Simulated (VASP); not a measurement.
A run of VASP 6.6.1 is set up as follows.

The input POSCAR:

```
CsMgBiO3
1.0
    3.1768091744      1.8341316320      3.9435439475
   -3.1768091744      1.8341316320      3.9435439475
    0.0000000000     -3.6682632640      3.9435439474
Bi Cs Mg O
1 1 1 3
Direct
    0.5701539893      0.5701539893      0.5701539893
    0.8969364462      0.8969364462      0.8969364462
    0.3147006473      0.3147006473      0.3147006473
    0.9793271156      0.4943381407      0.4943381407
    0.4943381407      0.4943381407      0.9793271156
    0.4943381407      0.9793271156      0.4943381407
```

File INCAR.step1:

```
  ALGO = Normal
  EDIFF = 1E-4
  ENCUT = 520
  GGA = PE
  ISMEAR = -1
  LASPH = True
  LCHARG = False
  LREAL = False
  LWAVE = True
  NBANDS = 31
  NELM = 60
  PREC = Accurate
  SIGMA = 0.05
```

File INCAR.step2:

```
  ALGO = Normal
  EDIFF = 1E-6
  ENCUT = 520
  ISIF = 2
  ISMEAR = -1
  ISTART = 1
  IVDW = 13
  LASPH = True
  LCHARG = False
  LMIXTAU = True
  LREAL = False
  LWAVE = False
  METAGGA = R2SCAN
  NBANDS = 31
  NELM = 60
  PREC = Accurate
  SIGMA = 0.05
  VDW_A1 = 0.51559235
  VDW_A2 = 5.77342911
  VDW_S6 = 1.0
  VDW_S8 = 0.6018749
```

The input KPOINTS:

```
k-points
0
Gamma
  6 6 6
```

Potentials or basis: VASP PAW PBE potentials, release 64 (Bi_d, Cs_sv, Mg, O).

Command:

```console
$ cat potpaw_PBE.64/Bi_d/POTCAR potpaw_PBE.64/Cs_sv/POTCAR potpaw_PBE.64/Mg/POTCAR potpaw_PBE.64/O/POTCAR > POTCAR
$ cp INCAR.step1 INCAR
$ mpirun -np 1 vasp_std > vasp.out
$ cp INCAR.step2 INCAR
$ mpirun -np 1 vasp_std > vasp.out
```

Task: Estimate the band gap on the k mesh.

Result: 3.31 eV (least direct gap 3.45 eV).

Task: Predict the pressure.

Result: 0.2 GPa.

Task: What does it give for the dispersion energy per atom?

Result: -0.057 eV.

Stress tensor (GPa, compression positive):
```
0.24 0.00 0.00
0.00 0.24 0.00
0.00 0.00 0.11
```

Caveat: the PAW data sets were made with another functional, which shifts forces and pressure a little; spin-orbit coupling is left out, which moves the levels of the heavy elements. A k mesh can miss the band edges.
